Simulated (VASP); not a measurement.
# Ge2Sb2S (P-3m1) in VASP: further runs

Runs on Ge2Sb2S. Level: PBE. Tasks: single point, relaxation of cell and atoms.

All numbers are computed with VASP 6.6.1; they aren't measurements. Logs are shortened: lines on timing, memory, paths and dates and some standing lists are left out, and cuts for length are marked.

## 1. The cell of the first run

It takes space group P-3m1 (No. 164, trigonal). Conventional cell: a = 3.936 Å, b = 3.936 Å, c = 8.823 Å, α = 90.00°, β = 90.00°, γ = 120.00°. Within 3.6 Å of Ge (site symmetry 3m) lie 3 S at 2.77 Å and 3 Sb at 2.90 Å. Sb (site symmetry 3m) has 4 Ge at 2.90 to 3.87 Å and 9 Sb at 3.08 to 3.94 Å and 3 S at 4.07 Å within 4.1 Å. Within 3.6 Å of S (site symmetry -3m) lie 6 Ge at 2.77 Å.

The cell was built from a structure type or drawn by symmetry, and may not be a known phase.

## 2. Single point, PBE

Input file INCAR:

```
SYSTEM = Ge2Sb2S
ALGO     = Normal         ! electronic algorithm
EDIFF    = 1E-6           ! SCF threshold, eV
ENCUT    = 520            ! plane-wave cutoff, eV
GGA      = PE             ! functional
ISIF     = 2              ! what is computed and relaxed
ISMEAR   = 0              ! smearing method
LASPH    = .TRUE.         ! aspherical terms in the spheres
LCHARG   = .TRUE.         ! write CHGCAR
LELF     = .TRUE.         ! ELF
LREAL    = .FALSE.        ! projectors in reciprocal space
LVHAR    = .TRUE.       
LWAVE    = .FALSE.        ! write WAVECAR
NBANDS   = 30             ! bands
NELM     = 60             ! most SCF steps
PREC     = Accurate       ! precision mode
SIGMA    = 0.1            ! smearing width, eV
```

Input file KPOINTS:

```
k-points
0
G
  6 6 2
  0 0 0
```

Input file POSCAR:

```
Ge2Sb2S
1.0
    3.9360565055     -0.0000000025      0.0000000000
   -1.9680282506      3.4087249257      0.0000000000
    0.0000000000      0.0000000000      8.8234506533
Ge Sb S
2 2 1
Direct
    0.3333333333      0.6666666667      0.1788940431
    0.6666666667      0.3333333333      0.8211059569
    0.3333333333      0.6666666667      0.6175210594
    0.6666666667      0.3333333333      0.3824789406
    0.0000000000      0.0000000000      0.0000000000
```

Potentials or basis: VASP PAW PBE potentials, release 64 (Ge_d, Sb, S).

Command:

```sh
$ cat potpaw_PBE.64/Ge_d/POTCAR potpaw_PBE.64/Sb/POTCAR potpaw_PBE.64/S/POTCAR > POTCAR
$ mpirun -np 1 vasp_std > vasp.out
```

OUTCAR:

```text
SYSTEM = Ge2Sb2S
   EDIFF = 1E-6
   ENCUT = 520
   GGA = PE
   ISIF = 2
   ISMEAR = 0
   LASPH = .TRUE.
   LREAL = .FALSE.
   NELM = 60
   PREC = Accurate

 ion  position               nearest neighbor table
   1  0.333  0.667  0.179-   5 2.77   5 2.77   5 2.77   4 2.90   4 2.90   4 2.90
   2  0.667  0.333  0.821-   5 2.77   5 2.77   5 2.77   3 2.90   3 2.90   3 2.90
   3  0.333  0.667  0.618-   2 2.90   2 2.90   2 2.90   4 3.08   4 3.08   4 3.08
   4  0.667  0.333  0.382-   1 2.90   1 2.90   1 2.90   3 3.08   3 3.08   3 3.08
   5  0.000  0.000  0.000-   1 2.77   2 2.77   1 2.77   2 2.77   2 2.77   1 2.77

  LATTYP: Found a hexagonal cell.
 ALAT       =     3.9360565055
 C/A-ratio  =     2.2416981669

  Lattice vectors:

 A1 = (   3.9360565055,  -0.0000000025,   0.0000000000)
 A2 = (  -1.9680282506,   3.4087249257,   0.0000000000)
 A3 = (   0.0000000000,   0.0000000000,   8.8234506533)

Analysis of symmetry for initial positions (statically):
=====================================================================
 Subroutine PRICEL returns:
 Original cell was already a primitive cell.

 Routine SETGRP: Setting up the symmetry group for a
 hexagonal supercell.

 Subroutine GETGRP returns: Found 12 space group operations
 (whereof 12 operations were pure point group operations)
 out of a pool of 24 trial point group operations.

The static configuration has the point symmetry D_3d.

Analysis of symmetry for dynamics (positions and initial velocities):
=====================================================================
 Subroutine PRICEL returns:
 Original cell was already a primitive cell.

 Routine SETGRP: Setting up the symmetry group for a
 hexagonal supercell.

 Subroutine GETGRP returns: Found 12 space group operations
 (whereof 12 operations were pure point group operations)
 out of a pool of 24 trial point group operations.

The dynamic configuration has the point symmetry D_3d.

 Subroutine INISYM returns: Found 12 space group operations
 (whereof 12 operations are pure point group operations),
 and found     1 'primitive' translations

----------------------------------------------------------------------------------------

                                     Primitive cell

  volume of cell :     118.3837

  direct lattice vectors                    reciprocal lattice vectors
     3.936056505 -0.000000003  0.000000000     0.254061393  0.146682414  0.000000000
[... 83 lines left out ...]
   EDIFFG = 0.1E-04   stopping-criterion for IOM
   NSW    =      0    number of steps for IOM
   IBRION =     -1    ionic relax: 0-MD 1-quasi-New 2-CG
   NFREE  =      0    steps in history (QN), initial steepest desc. (CG)
   ISIF   =      2    stress and relaxation
   ISYM   =      2    0-nonsym 1-usesym 2-fastsym
   POTIM  = 0.5000    time-step for ionic-motion
   TEBEG  =    0.0;   TEEND  =   0.0 temperature during run
   PSTRESS=    0.0 pullay stress
   NELECT =      44.0000    total number of electrons
   NUPDOWN=      -1.0000    fix difference up-down
   EMIN   =  10.00;   EMAX   =-10.00  energy-range for DOS
   EFERMI =   0.00;   METHOD = LEGACY
   ISMEAR =     0;   SIGMA  =   0.10  broadening in eV -4-tet -1-fermi 0-gaus
   EFERMI_NEDOS =   21; number of points for ismear=-14 and -15
   IALGO  =     38    algorithm
   IMIX   =      4    mixing-type and parameters
     AMIX     =   0.40;   BMIX     =  1.00
     AMIX_MAG =   1.60;   BMIX_MAG =  1.00
  volume/ion in A,a.u.               =      23.68       159.78
  Fermi-wavevector in a.u.,A,eV,Ry     =   1.177051  2.224303 18.850167  1.385448
  Thomas-Fermi vector in A             =   2.313404
   LORBIT       =      0    0 simple, 1 ext, 2 COOP (PROOUT), +10 PAW based schemes
   GGA     = PE    functional components
   LHFCALC =     F    Hartree Fock is set to
   AEXX    =    0.0000 exact exchange contribution
   IVDW    =     0    specifies the selected vdW correction
   LEPSILON=     F    determine dielectric tensor
   LRPA    =     F    only Hartree local field effects (RPA)
 non-spin polarized calculation
 Gauss-broadening in eV      SIGMA  =   0.10
  energy-cutoff  :      520.00
  volume of cell :      118.38
 maximum number of plane-waves:      3212
 NGX is ok and might be reduce to    30
   NGX = 15   NGY = 15   NGZ = 33

 number of electron      43.9999997 magnetization

 Free energy of the ion-electron system (eV)
  ---------------------------------------------------
  ext. energy  EPLUGINS =         0.00000000
  ---------------------------------------------------
  free energy    TOTEN  =       -20.80588143 eV

  energy without entropy =      -20.79696782  energy(sigma->0) =      -20.80142463

 E-fermi :   6.5529     XC(G=0): -10.1423

 val. band max:        6.5480506838   @ k =   0.3333   0.0000   0.0000
 cond. band min:       6.9302548776   @ k =   0.3333   0.1667   0.5000
 fundamental gap:      0.3822041938
 Fermi energy:         6.5529011040

 k-point     1 :       0.0000    0.0000    0.0000
  band No.  band energies     occupation
      1     -18.2471      2.00000
      2     -18.2466      2.00000
      3     -18.2464      2.00000
      4     -18.2464      2.00000
      5     -18.2457      2.00000
      6     -18.2457      2.00000
[... 451 lines left out ...]
     29      12.7375      0.00000
     30      12.7375      0.00000

------------------------ aborting loop because EDIFF is reached ----------------------------------------

  FORCE on cell =-STRESS in cart. coord.  units (eV):
  Direction    XX          YY          ZZ          XY          YZ          ZX
  --------------------------------------------------------------------------------------
  -------------------------------------------------------------------------------------
  Total        0.0195518      0.0195518      0.1801306     -0.0000000      0.0000000      0.0000000
  in kB        0.2646096      0.2646096      2.4378461     -0.0000000      0.0000000      0.0000000
  external PRESSURE =       0.9890218 kB  Pullay stress =       0.0000000 kB

 VOLUME and BASIS-vectors are now :
 -----------------------------------------------------------------------------
  energy-cutoff  :      520.00
  volume of cell :      118.38
      direct lattice vectors                 reciprocal lattice vectors
     3.936056505 -0.000000003  0.000000000     0.254061393  0.146682414  0.000000000
    -1.968028251  3.408724926  0.000000000     0.000000000  0.293364828  0.000000000
     0.000000000  0.000000000  8.823450653     0.000000000  0.000000000  0.113334345

 POSITION                                       TOTAL-FORCE (eV/Angst)
 -----------------------------------------------------------------------------------
      0.00000      2.27248      1.57846         0.000000     -0.000000     -0.007621
      1.96803      1.13624      7.24499        -0.000000     -0.000000      0.007621
      0.00000      2.27248      5.44867         0.000000      0.000000     -0.003017
      1.96803      1.13624      3.37478        -0.000000      0.000000      0.003017
      0.00000      0.00000      0.00000         0.000000      0.000000      0.000000
 -----------------------------------------------------------------------------------
    total drift:                               -0.000000      0.000000      0.000000

  FREE ENERGIE OF THE ION-ELECTRON SYSTEM (eV)
  ---------------------------------------------------
  free  energy   TOTEN  =       -20.8058814300 eV

  energy  without entropy=      -20.7969678218  energy(sigma->0) =      -20.80142463
```

OSZICAR:

```text
N       E                     dE             d eps       ncg     rms          rms(c)
DAV:   1     0.385131120633E+03    0.38513E+03   -0.20090E+04  1046   0.268E+03
DAV:   2     0.422771499951E+02   -0.34285E+03   -0.33099E+03   862   0.745E+02
DAV:   3    -0.174114986432E+02   -0.59689E+02   -0.58022E+02  1012   0.163E+02
DAV:   4    -0.208559427350E+02   -0.34444E+01   -0.34255E+01  1004   0.448E+01
DAV:   5    -0.209437150677E+02   -0.87772E-01   -0.87730E-01  1012   0.780E+00    0.715E+00
DAV:   6    -0.208039905780E+02    0.13972E+00   -0.39442E-01  1106   0.340E+00    0.454E+00
DAV:   7    -0.208055353563E+02   -0.15448E-02   -0.15979E-01  1048   0.188E+00    0.101E+00
DAV:   8    -0.208055702597E+02   -0.34903E-04   -0.18712E-02   978   0.882E-01    0.220E-01
DAV:   9    -0.208057045656E+02   -0.13431E-03   -0.17781E-03  1006   0.275E-01    0.117E-01
DAV:  10    -0.208058567144E+02   -0.15215E-03   -0.44805E-04   992   0.116E-01    0.336E-02
DAV:  11    -0.208058783482E+02   -0.21634E-04   -0.61100E-05   960   0.407E-02    0.115E-02
DAV:  12    -0.208058807645E+02   -0.24162E-05   -0.13739E-05   868   0.188E-02    0.399E-03
DAV:  13    -0.208058814300E+02   -0.66556E-06   -0.23668E-06   824   0.959E-03
   1 F= -.20805881E+02 E0= -.20801425E+02  d E =-.891361E-02
```

stdout:

```text
POSCAR found type information on POSCAR GeSbS
 POSCAR found :  3 types and       5 ions
 scaLAPACK will be used
 LDA part: xc-table for (Slater+PW92), standard interpolation
 POSCAR, INCAR and KPOINTS ok, starting setup
 FFT: planning ... GRIDC
 FFT: planning ... GRID_SOFT
 FFT: planning ... GRID
 WAVECAR not read
 entering main loop
```

It took 76 s on 1 thread of Intel Xeon Platinum 8259CL at 2.50GHz (Skylake/Cascade Lake), shared host; peak memory 0.26 GiB.

Results:

```yaml
Free_energy: -20.8059 eV
Pressure: 0.1 GPa
Largest_force: 0.008 eV/Å
Band_gap_on_the_k_mesh: zero (bands 22 and 23 overlap by 1.85 eV)
```

Forces in eV/Å, atoms in the order of the input:
```
Ge   0.000  0.000 -0.008
Ge   0.000  0.000  0.008
Sb   0.000  0.000 -0.003
Sb   0.000  0.000  0.003
S    0.000  0.000  0.000
```

Caveat: spin-orbit coupling is left out, which moves the levels of the heavy elements.

## 3. Single point, PBE

This run uses another cell than the first one, of 28.25 Å³/atom.

Input file INCAR:

```
PREC = Accurate ; ENCUT = 520
EDIFF = 1E-6 ; ISMEAR = 0
SIGMA = 0.1 ; LREAL = F
LASPH = T ; NELM = 80
ALGO = Normal ; ISIF = 2
LWAVE = F ; LCHARG = F
GGA = PE ; NBANDS = 30
```

Input file KPOINTS:

```
regular mesh
0
Gamma
  6 6 2
```

Input file POSCAR:

```
Ge2Sb2S
1.0
    4.5613426700      0.0000000000      0.0000000000
   -2.2806713300      3.9502386300      0.0000000000
    0.0000000000      0.0000000000      7.8391181300
Ge Sb S
2 2 1
Direct
    0.3333333300      0.6666666700      0.2621699900
    0.6666666700      0.3333333300      0.7378300100
    0.3333333300      0.6666666700      0.6293000000
    0.6666666700      0.3333333300      0.3707000000
    0.0000000000      0.0000000000      0.0000000000
```

Potentials or basis: VASP PAW PBE potentials, release 64 (Ge_d, Sb, S).

Command:

```sh
$ cat potpaw_PBE.64/Ge_d/POTCAR potpaw_PBE.64/Sb/POTCAR potpaw_PBE.64/S/POTCAR > POTCAR
$ mpirun -np 1 vasp_std > vasp.out
```

Wall time 88 s (1 thread of Intel Xeon Platinum 8259CL at 2.50GHz (Skylake/Cascade Lake), shared host); peak memory 0.28 GiB.

Results (log left out):

```yaml
Free_energy: -19.0628 eV
Pressure: -0.2 GPa
Largest_force: 1.516 eV/Å
Band_gap_on_the_k_mesh: zero (bands 22 and 23 overlap by 0.67 eV)
```

Forces on the atoms (eV/Å):
```
Ge   0.000  0.000 -1.516
Ge   0.000  0.000  1.516
Sb   0.000  0.000  0.703
Sb   0.000  0.000 -0.703
S    0.000  0.000  0.000
```

Stress tensor (GPa, compression positive):
```
-0.46  0.00  0.00
 0.00 -0.46  0.00
 0.00  0.00  0.43
```

Levels at points of the mesh, in eV from the Fermi level:
```tsv
k point	band 19	band 20	band 21	band 22	band 23	band 24	band 25	band 26
(0.00, 0.00, 0.00)	-1.33	-0.87	-0.87	-0.58	-0.58	1.16	1.83	1.83
(0.50, 0.00, 0.00)	-1.66	-1.40	-1.37	-0.70	-0.02	1.78	2.36	3.75
(0.00, 0.00, 0.50)	-0.79	-0.79	-0.68	-0.68	-0.02	0.06	1.39	1.39
(0.50, 0.00, 0.50)	-2.23	-2.16	-0.91	-0.05	0.35	1.05	2.44	3.41
```

Caveat: the k points lie up to 0.40 Å⁻¹ apart, too coarse for converged energies and pressures of a metal; spin-orbit coupling is left out, which moves the levels of the heavy elements; forces of over 1 eV/Å act on the atoms, so gaps and moduli don't describe the material at rest.

[end of part 1 of 2]
